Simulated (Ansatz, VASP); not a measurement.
# Two plane-wave programs on TiO2

```
Ti O
1.0
     0.00000    2.38560    2.38560
     2.38560    0.00000    2.38560
     2.38560    2.38560    0.00000
Ti O
1 2
Direct
  0.00000 0.00000 0.00000
  0.25000 0.25000 0.25000
  0.75000 0.75000 0.75000
```

Alike in both runs: task single point; functional HSE06; k mesh 6 × 6 × 6; occupations gaussian, width 0.02 eV; no spin polarisation.

|  | VASP | Ansatz |
| --- | --- | --- |
| version | VASP 6.6.1 | Ansatz 0.2.0 |
| potentials or method | VASP PAW PBE potentials, release 64 (Ti_sv, O), cutoff 520 eV | scalar-relativistic, plane waves, PAW |
| valence electrons in the cell | 24 | 24 |

Ansatz gave:

```
gap on the k mesh at the Fermi level (eV) : 2.65
least direct gap on the mesh (eV)         : 3.39
pressure (GPa)                            : 0.0
```

**Question.** Which values does VASP return?

**Answer.** gap on the k mesh at the Fermi level (eV): 2.62; least direct gap on the mesh (eV): 3.36; pressure (GPa): 1.0.

Ansatz's warnings: stress exchange threshold loose, stress scf threshold loose.
